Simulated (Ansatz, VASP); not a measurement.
## One calculation of Cs, two programs

```xyz
1
Lattice="-2.7501 2.7501 4.0972 2.7501 -2.7501 4.0972 2.7501 2.7501 -4.0972" Properties=species:S:1:pos:R:3 pbc="T T T"
Cs    0.0000    0.0000    0.0000
```

Alike in both runs: task relaxation of cell and atoms; functional r2SCAN; k mesh 11 × 11 × 11; no spin polarisation.

|  | VASP | Ansatz |
| --- | --- | --- |
| version | VASP 6.6.1 | Ansatz 0.2.0 |
| potentials or method | VASP PAW PBE potentials, release 64 (Cs_sv) | plane waves, PAW |
| plane-wave cutoff (eV) | 550 | 500 |
| occupations | methfessel-paxton of order 1, width 0.1 eV | cold, width 0.1 eV |
| valence electrons in the cell | 9 | 9 |

```tsv
	VASP	Ansatz	Ansatz less VASP
relaxed volume (Å³/atom)	123.95	123.95	0.000
relaxed length of the cell vector where the two differ most in proportion (Å)	5.649	5.649	0.0000
```

VASP's potentials were made for PBE, not for r2SCAN.

Spin-orbit coupling is off throughout. Noted on VASP's run: the relaxation stopped at its first step, so nothing moved.
